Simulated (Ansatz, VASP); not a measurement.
# One calculation of Pb, two programs

File INCAR:

```
PREC = Accurate ; ENCUT = 520
EDIFF = 1E-6 ; ISMEAR = -1
SIGMA = 0.05 ; LREAL = F
LASPH = T ; NELM = 60
ALGO = Normal ; ISIF = 2
LWAVE = F ; LCHARG = F
GGA = PS ; NBANDS = 13
```

Contents of KPOINTS:

```
Automatic mesh
0
Gamma
  8 8 8
```

Contents of POSCAR:

```
Pb
1.0
   -1.9796595667      1.9796595667      2.0588459494
    1.9796595667     -1.9796595667      2.0588459494
    1.9796595667      1.9796595667     -2.0588459494
Pb
1
Direct
    0.0000000000      0.0000000000      0.0000000000
```

The input input.yaml:

```yaml
crystal:
  lattice:
    - [-1.9796595667, 1.9796595667, 2.0588459494]
    - [1.9796595667, -1.9796595667, 2.0588459494]
    - [1.9796595667, 1.9796595667, -2.0588459494]
  atoms:
    - { symbol: Pb, position: [0.0, 0.0, 0.0] }
hamiltonian:
  xc: pbesol
  pseudopotentials: { kind: paw }
kpoints:
  mp_grid: { grid: [8, 8, 8] }
scf:
  occupations: { method: fermi_dirac, width: 0.05 }
output:
  forces: true
  stress: true
  eigenvalues: true
  write_density: true
  write_potential: true
  elf: true
  volumetric_format: npy
```

Alike in both runs: task single point; functional PBEsol; k mesh 8 × 8 × 8; occupations fermi-dirac, width 0.05 eV; no spin polarisation.

|  | VASP | Ansatz |
| --- | --- | --- |
| version | VASP 6.6.1 | Ansatz 0.2.0 |
| potentials or method | VASP PAW PBE potentials, release 64 (Pb_d) | Ansatz PAW |
| plane-wave cutoff (eV) | 520 | 420 |
| valence electrons in the cell | 14 | 14 |

|  | VASP | Ansatz | Ansatz less VASP |
| --- | --- | --- | --- |
| gap on the k mesh at the Fermi level (eV) | none | none | - |
| pressure (GPa) | -3.0 | -2.9 | +0.08 |
| traceless stress, the component that is largest in VASP (GPa) | 0.25 | 0.25 | +0.004 |

VASP's potentials were made for PBE, not for PBEsol. A gap of «none» marks a metal or a gap that the smearing closes. The functional is the same, so the differences come from potentials, cutoffs and numerics.

Spin-orbit coupling is off throughout.
